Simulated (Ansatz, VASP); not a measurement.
**InPd in VASP and in Ansatz**

```
CELL_PARAMETERS angstrom
3.25237 0.00000 0.00000
0.00000 3.25237 0.00000
0.00000 0.00000 3.25237
ATOMIC_POSITIONS crystal
In 0.00000 0.00000 0.00000
Pd 0.50000 0.50000 0.50000
```

Alike in both runs: task single point; functional PBEsol; k mesh 10 × 10 × 10; occupations gaussian, width 0.05 eV; no spin polarisation.

|  | VASP | Ansatz |
| --- | --- | --- |
| version | VASP 6.6.1 | Ansatz 0.2.0 |
| potentials or method | VASP PAW PBE potentials, release 64 (In_d, Pd), cutoff 500 eV | scalar-relativistic, plane waves, PAW |
| valence electrons in the cell | 23 | 31 |

VASP gave:

| Property | Result |
| --- | --- |
| gap on the k mesh at the Fermi level (eV) | none |
| pressure (GPa) | -0.2 |

**Question.** Which values does Ansatz return?

**Answer.** gap on the k mesh at the Fermi level (eV): none; pressure (GPa): -0.4.

VASP's potentials were made for PBE, not for PBEsol. A gap of «none» marks a metal or a gap that the smearing closes. VASP's potentials hold 23 valence electrons a cell and Ansatz's 31, so a difference there can come from the potentials and not from the codes.
